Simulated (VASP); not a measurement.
# AgI (F-43m) in VASP: notebook

Runs on AgI. Level: PBEsol. Tasks: single point.

All numbers are computed with VASP 6.6.1; they aren't measurements. Logs are shortened: lines on timing, memory, paths and dates and some standing lists are left out, and cuts for length are marked.

**1. The cell of the first run**

Symmetry: F-43m, No. 216, cubic system. Conventional cell: a = 6.157 Å, b = 6.157 Å, c = 6.157 Å, α = 90.00°, β = 90.00°, γ = 90.00°. Within 3.5 Å of Ag (site symmetry -43m) lie 4 I at 2.67 Å. I (site symmetry -43m) has 4 Ag at 2.67 Å within 3.5 Å.

**2. Single point, PBEsol, non-collinear spin, zero start, spin-orbit coupling**

INCAR reads:

```
SYSTEM = AgI
PREC = Accurate ; ENCUT = 500
EDIFF = 1E-6 ; ISMEAR = 0
SIGMA = 0.01 ; LREAL = .False.
LASPH = .True. ; NELM = 200
ALGO = Normal ; ISIF = 2
LWAVE = .False. ; LCHARG = .True.
MAGMOM = 0 0 0 0 0 0 ; LORBIT = 11
LSORBIT = .True. ; GGA_COMPAT = .False.
LORBMOM = .True. ; LMAXMIX = 4
GGA = PS ; LVHAR = .True.
NBANDS = 30
```

KPOINTS reads:

```
regular mesh
0
Gamma
  6 6 6
  0 0 0
```

POSCAR reads:

```
AgI
1.0
    3.0783711463      3.0783711463      0.0000000000
   -3.0783711463      3.0783711463      0.0000000000
    0.0000000000      3.0783711463      3.0783711463
Ag I
1 1
Direct
    0.0000000000      0.0000000000      0.0000000000
    0.7500000000      0.2500000000      0.5000000000
```

Potentials or basis: VASP PAW PBE potentials, release 64 (Ag, I).

Launch:

```bash
$ cat potpaw_PBE.64/Ag/POTCAR potpaw_PBE.64/I/POTCAR > POTCAR
$ mpirun -np 1 vasp_ncl > vasp.out
```

OUTCAR:

```text
SYSTEM = AgI
   PREC = Accurate
   ENCUT = 500
   EDIFF = 1E-6
   ISMEAR = 0
   LREAL = .False.
   LASPH = .True.
   NELM = 200
   ISIF = 2
   LORBIT = 11
   LSORBIT = .True.
   GGA = PS

 ion  position               nearest neighbor table
   1  0.000  0.000  0.000-   2 2.67   2 2.67   2 2.67   2 2.67
   2  0.750  0.250  0.500-   1 2.67   1 2.67   1 2.67   1 2.67

  LATTYP: Found a face centered cubic cell.
 ALAT       =     6.1567422926

  Lattice vectors:

 A1 = (   0.0000000000,   3.0783711463,   3.0783711463)
 A2 = (   3.0783711463,   0.0000000000,   3.0783711463)
 A3 = (   3.0783711463,   3.0783711463,   0.0000000000)

Analysis of symmetry for initial positions (statically):
=====================================================================
 Subroutine PRICEL returns:
 Original cell was already a primitive cell.

 Routine SETGRP: Setting up the symmetry group for a
 face centered cubic supercell.

 Subroutine GETGRP returns: Found 24 space group operations
 (whereof 24 operations were pure point group operations)
 out of a pool of 48 trial point group operations.

The static configuration has the point symmetry T_d .

Analysis of symmetry for dynamics (positions and initial velocities):
=====================================================================
 Subroutine PRICEL returns:
 Original cell was already a primitive cell.

 Routine SETGRP: Setting up the symmetry group for a
 face centered cubic supercell.

 Subroutine GETGRP returns: Found 24 space group operations
 (whereof 24 operations were pure point group operations)
 out of a pool of 48 trial point group operations.

The dynamic configuration has the point symmetry T_d .

Analysis of structural, dynamic, and magnetic symmetry:
=====================================================================
 Subroutine PRICEL returns:
 Original cell was already a primitive cell.

 Routine SETGRP: Setting up the symmetry group for a
 face centered cubic supercell.

 Subroutine GETGRP returns: Found 24 space group operations
 (whereof 24 operations were pure point group operations)
 out of a pool of 48 trial point group operations.

The overall configuration has the point symmetry T_d .

 Subroutine INISYM returns: Found 24 space group operations
 (whereof 24 operations are pure point group operations),
 and found     1 'primitive' translations

----------------------------------------------------------------------------------------

                                     Primitive cell

  volume of cell :      58.3436

  direct lattice vectors                    reciprocal lattice vectors
     3.078371146  3.078371146  0.000000000     0.162423560  0.162423560 -0.162423560
    -3.078371146  3.078371146  0.000000000    -0.162423560  0.162423560 -0.162423560
     0.000000000  3.078371146  3.078371146     0.000000000  0.000000000  0.324847120

  length of vectors
     4.353474225  4.353474225  4.353474225     0.281325858  0.281325858  0.324847120

  position of ions in fractional coordinates (direct lattice)
     0.000000000  0.000000000  0.000000000
     0.750000000  0.250000000  0.500000000

  ion indices of the primitive-cell ions
   primitive index   ion index
                 1           1
                 2           2

----------------------------------------------------------------------------------------

 KPOINTS: regular mesh

Automatic generation of k-mesh.
 Grid dimensions read from file:
 generate k-points for:    6    6    6

 Generating k-lattice:

  Cartesian coordinates                     Fractional coordinates (reciprocal lattice)
     0.027070593  0.027070593 -0.027070593     0.166666667  0.000000000  0.000000000
    -0.027070593  0.027070593 -0.027070593     0.000000000  0.166666667  0.000000000
     0.000000000  0.000000000  0.054141187     0.000000000  0.000000000  0.166666667

[... 93 lines left out ...]

 number of electron      18.0000006 magnetization       0.0000000     -0.0000000     -0.0000000

 number of electron      18.0000006 magnetization       0.0000000      0.0000000      0.0000000

 Free energy of the ion-electron system (eV)
  ---------------------------------------------------
  ext. energy  EPLUGINS =         0.00000000
  ---------------------------------------------------
  free energy    TOTEN  =        -5.44377765 eV

  energy without entropy =       -5.44377765  energy(sigma->0) =       -5.44377765

 E-fermi :   5.2991     XC(G=0):  -9.4041

 val. band max:        5.2055778169   @ k =   0.0000   0.0000   0.0000
 cond. band min:       6.1737373139   @ k =   0.0000   0.0000   0.0000
 fundamental gap:      0.9681594969
 Fermi energy:         5.2991232671

 k-point     1 :       0.0000    0.0000    0.0000
  band No.  band energies     occupation
      1      -8.8797      1.00000
      2      -8.8797      1.00000
      3      -0.4980      1.00000
      4      -0.4980      1.00000
      5      -0.3662      1.00000
      6      -0.3662      1.00000
[... 715 lines left out ...]
     29      16.7631      0.00000
     30      16.7949      0.00000

------------------------ aborting loop because EDIFF is reached ----------------------------------------

  FORCE on cell =-STRESS in cart. coord.  units (eV):
  Direction    XX          YY          ZZ          XY          YZ          ZX
  --------------------------------------------------------------------------------------
  -------------------------------------------------------------------------------------
  Total        2.5257189      2.5257189      2.5257189      0.0000000      0.0000000     -0.0000000
  in kB       69.3589750     69.3589750     69.3589750      0.0000000      0.0000000     -0.0000000
  external PRESSURE =      69.3589750 kB  Pullay stress =       0.0000000 kB

 VOLUME and BASIS-vectors are now :
 -----------------------------------------------------------------------------
  energy-cutoff  :      500.00
  volume of cell :       58.34
      direct lattice vectors                 reciprocal lattice vectors
     3.078371146  3.078371146  0.000000000     0.162423560  0.162423560 -0.162423560
    -3.078371146  3.078371146  0.000000000    -0.162423560  0.162423560 -0.162423560
     0.000000000  3.078371146  3.078371146     0.000000000  0.000000000  0.324847120

 POSITION                                       TOTAL-FORCE (eV/Angst)
 -----------------------------------------------------------------------------------
      0.00000      0.00000      0.00000        -0.000000      0.000000      0.000000
      1.53919      4.61756      1.53919         0.000000     -0.000000      0.000000
 -----------------------------------------------------------------------------------
    total drift:                               -0.000001     -0.000000      0.000000

  FREE ENERGIE OF THE ION-ELECTRON SYSTEM (eV)
  ---------------------------------------------------
  free  energy   TOTEN  =        -5.4437776481 eV

  energy  without entropy=       -5.4437776481  energy(sigma->0) =       -5.44377765

 orbital moment (x)

 # of ion     p       d       tot
 ----------------------------------------
  1         0.000   0.000   0.000
  2        -0.000  -0.000  -0.000
 ----------------------------------------
            0.000   0.000   0.000

 orbital moment (y)

 # of ion     p       d       tot
 ----------------------------------------
  1        -0.000   0.000   0.000
  2        -0.000  -0.000  -0.000
 ----------------------------------------
           -0.000   0.000   0.000

 orbital moment (z)

 # of ion     p       d       tot
 ----------------------------------------
  1         0.000   0.000   0.000
  2         0.000   0.000   0.000
 ----------------------------------------
            0.000   0.000   0.000

 Spin-Orbit-Coupling matrix elements

 Ion:    1  E_soc:     -0.0513951
 l=   1
     0.0000000    -0.0027102    -0.0027102
    -0.0027102     0.0000000    -0.0027102
    -0.0027102    -0.0027102     0.0000000
 l=   2
     0.0000000    -0.0012274     0.0000000    -0.0012274    -0.0046283
    -0.0012274     0.0000000    -0.0034712    -0.0012274    -0.0011571
     0.0000000    -0.0034712     0.0000000    -0.0034712     0.0000000
    -0.0012274    -0.0012274    -0.0034712     0.0000000    -0.0011571
    -0.0046283    -0.0011571     0.0000000    -0.0011571     0.0000000
 l=   3
     0.0000000     0.0000000     0.0000000     0.0000000     0.0000000     0.0000000     0.0000000
     0.0000000     0.0000000     0.0000000     0.0000000     0.0000000     0.0000000     0.0000000
     0.0000000     0.0000000     0.0000000     0.0000000     0.0000000     0.0000000     0.0000000
     0.0000000     0.0000000     0.0000000     0.0000000     0.0000000     0.0000000     0.0000000
     0.0000000     0.0000000     0.0000000     0.0000000     0.0000000     0.0000000     0.0000000
     0.0000000     0.0000000     0.0000000     0.0000000     0.0000000     0.0000000     0.0000000
     0.0000000     0.0000000     0.0000000     0.0000000     0.0000000     0.0000000     0.0000000

 Ion:    2  E_soc:     -0.2583301
 l=   1
     0.0000000    -0.0428819    -0.0428819
    -0.0428819     0.0000000    -0.0428819
    -0.0428819    -0.0428819     0.0000000
 l=   2
     0.0000000    -0.0000574     0.0000000    -0.0000574    -0.0001157
    -0.0000574     0.0000000    -0.0000868    -0.0000574    -0.0000289
     0.0000000    -0.0000868     0.0000000    -0.0000868     0.0000000
    -0.0000574    -0.0000574    -0.0000868     0.0000000    -0.0000289
    -0.0001157    -0.0000289     0.0000000    -0.0000289     0.0000000
 l=   3
     0.0000000     0.0000000     0.0000000     0.0000000     0.0000000     0.0000000     0.0000000
     0.0000000     0.0000000     0.0000000     0.0000000     0.0000000     0.0000000     0.0000000
     0.0000000     0.0000000     0.0000000     0.0000000     0.0000000     0.0000000     0.0000000
     0.0000000     0.0000000     0.0000000     0.0000000     0.0000000     0.0000000     0.0000000
     0.0000000     0.0000000     0.0000000     0.0000000     0.0000000     0.0000000     0.0000000
     0.0000000     0.0000000     0.0000000     0.0000000     0.0000000     0.0000000     0.0000000
     0.0000000     0.0000000     0.0000000     0.0000000     0.0000000     0.0000000     0.0000000

 total charge

# of ion       s       p       d       tot
------------------------------------------
    1        0.367   0.331   9.277   9.975
    2        1.494   2.780   0.060   4.333
--------------------------------------------------
tot          1.860   3.111   9.337  14.309

 magnetization (x)

# of ion       s       p       d       tot
------------------------------------------
    1        0.000  -0.000  -0.000  -0.000
    2        0.000   0.000   0.000   0.000
--------------------------------------------------
tot          0.000  -0.000  -0.000  -0.000

 magnetization (y)

# of ion       s       p       d       tot
------------------------------------------
    1       -0.000  -0.000   0.000  -0.000
    2       -0.000   0.000   0.000  -0.000
--------------------------------------------------
tot         -0.000  -0.000   0.000  -0.000

 magnetization (z)

# of ion       s       p       d       tot
------------------------------------------
    1        0.000  -0.000  -0.000  -0.000
    2       -0.000  -0.000  -0.000  -0.000
--------------------------------------------------
tot          0.000  -0.000  -0.000  -0.000
```

Wall time 42 s (1 thread of AMD EPYC 9R45 (Zen 5), shared host); peak memory 0.29 GiB.

Results:

```yaml
Free_energy: -5.4438 eV
Pressure: 6.9 GPa
Net_moment: 0.00 μB per cell
Valence_electrons_inside_the_program's_atomic_spheres: Ag 9.97; I 4.33
```

Moments on the atoms (μB; x, y, z):
```
Ag  0.00 0.00 0.00
I   0.00 0.00 0.00
```

Caveat: the PAW data sets were made with another functional, which shifts forces and pressure a little.

**3. Single point, PBEsol, non-collinear spin, zero start, spin-orbit coupling**

This run uses another cell than the first one, of 30.64 Å³/atom, 1.050 times its volume.

INCAR reads:

```
PREC = Accurate
ENCUT = 500
EDIFF = 1E-6
ISMEAR = 0
SIGMA = 0.01
LREAL = F
LASPH = T
NELM = 200
ALGO = Normal
ISIF = 2
LWAVE = F
LCHARG = T
MAGMOM = 0 0 0 0 0 0
LORBIT = 11
LSORBIT = T
GGA_COMPAT = F
LORBMOM = T
LMAXMIX = 4
GGA = PS
LVHAR = T
NBANDS = 30
```

KPOINTS reads:

```
Automatic mesh
0
Gamma
  6 6 6
```

POSCAR reads:

```
AgI
1.0
    3.1292486698      3.1292486698      0.0000000000
   -3.1292486698      3.1292486698      0.0000000000
    0.0000000000      3.1292486698      3.1292486698
Ag I
1 1
Direct
    0.0000000000      0.0000000000      0.0000000000
    0.7500000000      0.2500000000      0.5000000000
```

Potentials or basis: VASP PAW PBE potentials, release 64 (Ag, I).

Launch:

```bash
$ cat potpaw_PBE.64/Ag/POTCAR potpaw_PBE.64/I/POTCAR > POTCAR
$ mpirun -np 1 vasp_ncl > vasp.out
```

Run time: 42 s. Hardware: 1 thread of AMD EPYC 9R45 (Zen 5), shared host; peak memory 0.29 GiB.

It converged, with:

```yaml
Free_energy: -5.5426 eV
Pressure: 3.9 GPa
Net_moment: 0.00 μB per cell
Valence_electrons_inside_the_program's_atomic_spheres: Ag 9.92; I 4.31
```

Moments on the atoms (μB; x, y, z):
```
Ag  0.00 0.00 0.00
I   0.00 0.00 0.00
```

Caveat: the PAW data sets were made with another functional, which shifts forces and pressure a little.

[end of part 1 of 2]
